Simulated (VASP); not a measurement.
TlPS4: relaxation of cell and atoms with PBE

Crystal: TlPS4.

```
Tl P S
1.0
     4.00263    0.00000    0.00000
    -2.00132    3.46638    0.00000
     0.00000    0.00000    8.88755
Tl P S
1 1 4
Direct
  0.00000 0.00000 0.50000
  0.00000 0.00000 0.00000
  0.66667 0.33333 0.23369
  0.33333 0.66667 0.76631
  0.33333 0.66667 0.23369
  0.66667 0.33333 0.76631
```

| Item | Value |
| --- | --- |
| Program | VASP 6.6.1 |
| Task | relaxation of cell and atoms |
| Functional | PBE |
| Potentials or basis | VASP PAW PBE potentials, release 64 (Tl_d, P, S) |
| Cutoff | 600 eV |
| k mesh | 6 × 6 × 2 |
| Occupations | gaussian, width 0.1 eV |
| Spin | no spin polarisation |
| Dipole correction | no |
| Further INCAR settings | ALGO = Normal; EDIFF = 1e-07; IBRION = 2; EDIFFG = -0.04; NSW = 90; ISIF = 3 |

```yaml
Relaxed_volume: 20.77 Å³/atom
Relaxed_cell: a = 4.306 Å, b = 4.306 Å, c = 7.762 Å, α = 90.00°, β = 90.00°, γ = 120.00°
Space_group_after_relaxing_to_0.05_Å: P6/mmm (No. 191)
Energy_gained_by_relaxing: 234.0 meV/atom
Ionic_steps: 13
Pressure_after_relaxing: 0.1 GPa
Largest_force_after_relaxing: 0.006 eV/Å
Band_gap_on_the_k_mesh: zero (band 21 reaches 6.14 eV, above the bottom of band 22 at 5.00 eV)
```

Forces on the atoms (eV/Å):
```
Tl   0.000  0.000  0.000
P    0.000  0.000  0.000
S    0.000  0.000  0.006
S    0.000  0.000 -0.006
S    0.000  0.000  0.006
S    0.000  0.000 -0.006
```

Stress tensor (GPa, compression positive):
```
0.08 0.00 0.00
0.00 0.08 0.00
0.00 0.00 0.20
```

The path:
```
step  energy change (eV)  largest force (eV/Å)  pressure (GPa)  volume (Å³)
   1              0.0000                0.6891            3.79       123.31
   2             -0.5416                0.6960           -0.85       131.94
   3             -0.6936                0.6504           -3.95       139.52
   4             -1.0584                0.5863           -3.35       132.29
   5             -1.2368                0.2887           -2.07       124.29
   6             -1.3047                0.2328            1.45       117.85
   7             -1.3069                0.2404            0.89       118.78
   8             -1.3404                0.2208            0.72       120.05
   9             -1.3965                0.1116            0.34       123.78
  10             -1.3980                0.0910            0.30       124.45
  11             -1.4008                0.0235           -0.60       126.39
  12             -1.4029                0.0476           -0.26       125.60
  13             -1.4039                0.0061            0.12       124.65
```

Final structure:
```
Tl P S
1.0
     4.30615    0.00000    0.00000
    -2.15308    3.72924    0.00000
     0.00000    0.00000    7.76208
Tl P S
1 1 4
Direct
  0.00000 0.00000 0.50000
  0.00000 0.00000 0.00000
  0.66667 0.33333 0.19554
  0.33333 0.66667 0.80446
  0.33333 0.66667 0.19554
  0.66667 0.33333 0.80446
```

Levels at points of the mesh, in eV from the Fermi level:
```
           k point  band 19  band 20  band 21  band 22  band 23  band 24
(0.00, 0.00, 0.00)    -2.41    -1.03    -0.54    -0.54    -0.29     1.05
(0.50, 0.00, 0.00)    -0.86    -0.05     0.07     1.22     1.36     1.42
(0.00, 0.00, 0.50)    -2.08    -0.91    -0.76    -0.76     0.74     0.85
(0.50, 0.00, 0.50)    -0.32     0.11     0.39     1.15     1.34     1.81
```

It took 4 min on 1 thread of Intel(R) Xeon(R) 6975P-C (Granite Rapids) (shared host), peak memory 0.3 GiB.

Caveat: spin-orbit coupling is left out, which moves the levels of the heavy elements.
